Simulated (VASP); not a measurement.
A run of VASP 6.6.1 is set up as follows.

INCAR

```
SYSTEM = NiO
ALGO     = Normal         ! electronic algorithm
EDIFF    = 1E-6           ! SCF threshold, eV
ENCUT    = 600            ! plane-wave cutoff, eV
GGA      = PS             ! functional
GGA_COMPAT= .FALSE.      
ISIF     = 2              ! what is computed and relaxed
ISMEAR   = 0              ! smearing method
ISPIN    = 2              ! spin polarisation
LASPH    = .TRUE.         ! aspherical terms in the spheres
LCHARG   = .FALSE.        ! write CHGCAR
LDAU     = .TRUE.         ! DFT+U
LDAUJ    = 0 0          
LDAUL    = 2 -1           ! shell
LDAUPRINT= 1            
LDAUTYPE = 2            
LDAUU    = 7.5 0          ! U, eV
LMAXMIX  = 4              ! l up to which the mixer works
LORBIT   = 11             ! projections on sites
LREAL    = .FALSE.        ! projectors in reciprocal space
LWAVE    = .FALSE.        ! write WAVECAR
MAGMOM   = 0 0 0 0        ! initial moments
NBANDS   = 28             ! bands
NELM     = 200            ! most SCF steps
NUPDOWN  = 0.0            ! fixed moment
PREC     = Accurate       ! precision mode
SIGMA    = 0.05           ! smearing width, eV
```

File KPOINTS:

```
k-points
0
G
  9 9 9
  0 0 0
```

File POSCAR:

```
NiO
1.0
    0.0000000000      2.0913095100      2.0913095100
    2.0913095100      0.0000000000      2.0913095100
    4.1826190200      4.1826190200      0.0000000000
Ni O
2 2
Direct
    0.0000000000      0.0000000000      0.0000000000
    0.0000000000      0.0000000000      0.5000000000
    0.5000000000      0.5000000000      0.2500000000
    0.5000000000      0.5000000000      0.7500000000
```

Potentials or basis: VASP PAW PBE potentials, release 64 (Ni, O).

The run is started by

```bash
$ cat potpaw_PBE.64/Ni/POTCAR potpaw_PBE.64/O/POTCAR > POTCAR
$ mpirun -np 1 vasp_std > vasp.out
```

**Question.** Predict the pressure.

**Answer.** -25.2 GPa.

Stress tensor (GPa, compression positive):
```
-25.23  -0.08   0.08
 -0.08 -25.23   0.08
  0.08   0.08 -25.23
```

Caveat: the cell stands under tension; the PAW data sets were made with another functional, which shifts forces and pressure a little; the total moment is fixed, so each spin has its own Fermi level.
